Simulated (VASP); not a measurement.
Crystal: TaN.

```
Ta N
1.0
     2.93800    0.00000    0.00000
    -1.46900    2.54438    0.00000
     0.00000    0.00000    2.88300
Ta N
1 1
Direct
  0.00000 0.00000 0.50000
  0.66667 0.33333 0.00000
```

Base run:

| Quantity | Value |
| --- | --- |
| Program | VASP 6.6.1 |
| Functional | LDA |
| Potentials or basis | VASP PAW LDA potentials, release 64 (Ta_pv, N) |
| Cutoff | 520 eV |
| k mesh | 10 × 10 × 9 |
| Occupations | fermi-dirac, width 0.05 eV |
| Spin | no spin polarisation |
| Hubbard terms | Ta d U = 6.0 eV |

Its results: band gap on the k mesh zero (band 8 reaches 9.32 eV, above the bottom of band 9 at 8.97 eV); pressure 9.8 GPa.

Q: The run is repeated on the same cell with these changes: hubbard terms from Ta d U = 6.0 eV to none. What comes out?

A: Band gap on the k mesh zero (band 8 reaches 8.30 eV, above the bottom of band 9 at 8.01 eV); pressure -9.8 GPa.

Caveats: spin-orbit coupling is left out, which moves the levels of the heavy elements; U without spin polarisation on a metal has little footing (some runs).
